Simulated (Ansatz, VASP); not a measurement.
Two plane-wave programs on ZnTe3P2Pt

```xyz
7
Lattice="5.6384 0.0000 0.0000 0.0000 5.6384 0.0000 0.0000 0.0000 5.4973" Properties=species:S:1:pos:R:3 pbc="T T T"
Zn    0.0000    0.0000    2.7487
Te    0.0000    2.8192    0.0000
Te    2.8192    0.0000    0.0000
Te    0.0000    0.0000    0.0000
P     0.0000    2.8192    2.7487
P     2.8192    0.0000    2.7487
Pt    2.8192    2.8192    0.0000
```

Alike in both runs: functional PBE; k mesh 3 × 3 × 3; occupations gaussian, width 0.2 eV; no spin polarisation.

Ansatz relaxed the structure, and its values are those at the end. VASP's run is a single point on that final structure, the one shown.

|  | VASP | Ansatz |
| --- | --- | --- |
| version | VASP 6.6.1 | Ansatz 0.2.0 |
| potentials or method | VASP PAW PBE potentials, release 64 (Zn, Te, P, Pt), cutoff 520 eV | scalar-relativistic, plane waves, PAW |
| valence electrons in the cell | 50 | 88 |

|  | VASP | Ansatz | Ansatz less VASP |
| --- | --- | --- | --- |
| gap on the k mesh at the Fermi level (eV) | none | none | - |
| pressure (GPa) | 0.1 | 0.2 | +0.02 |

A gap of «none» marks a metal or a gap that the smearing closes. VASP's potentials hold 50 valence electrons a cell and Ansatz's 88, so a difference there can come from the potentials and not from the codes.

The k mesh is coarse, so the values compare programs but aren't converged. Spin-orbit coupling is off throughout.
